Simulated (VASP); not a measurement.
Here is a VASP 6.6.1 calculation.

The input INCAR:

```
PREC = Accurate
ENCUT = 520
EDIFF = 1E-7
ISMEAR = -1
SIGMA = 0.05
LREAL = False
LASPH = True
NELM = 150
ALGO = Normal
ISIF = 2
LWAVE = False
LCHARG = True
LMAXMIX = 4
LDAU = True
LDAUTYPE = 2
LDAUL = 2 -1
LDAUU = 2 0
LDAUJ = 0 0
LDAUPRINT = 1
GGA = PS
LELF = True
LVHAR = True
NBANDS = 16
```

Contents of KPOINTS:

```
regular mesh
0
Gamma
  10 10 9
```

The input POSCAR:

```
WC
1.0
    2.9065000000      0.0000000000      0.0000000000
   -1.4532500000      2.5171028361      0.0000000000
    0.0000000000      0.0000000000      2.8366000000
W C
1 1
Direct
    0.0000000000      0.0000000000      0.0000000000
    0.6666666667      0.3333333333      0.5000000000
```

Potentials or basis: VASP PAW PBE potentials, release 64 (W_sv, C).

Command:

```sh
$ cat potpaw_PBE.64/W_sv/POTCAR potpaw_PBE.64/C/POTCAR > POTCAR
$ mpirun -np 1 vasp_std > vasp.out
```

Question: What does it give for the band gap on the k mesh?

Answer: Zero (band 9 reaches 11.71 eV, above the bottom of band 10 at 10.58 eV).

Question: Estimate the pressure.

Answer: 2.0 GPa.

Eigenvalues of the final occupation matrices:
| site | spin | trace | eigenvalues |
| --- | --- | --- | --- |
| site 1 d | 1 | 1.71 | 0.33 0.33 0.35 0.35 0.37 |
| site 1 d | 2 | 1.71 | 0.33 0.33 0.35 0.35 0.37 |

Caveat: the PAW data sets were made with another functional, which shifts forces and pressure a little; spin-orbit coupling is left out, which moves the levels of the heavy elements; U without spin polarisation on a metal has little footing; the U is typed as a test and isn't derived for this compound.
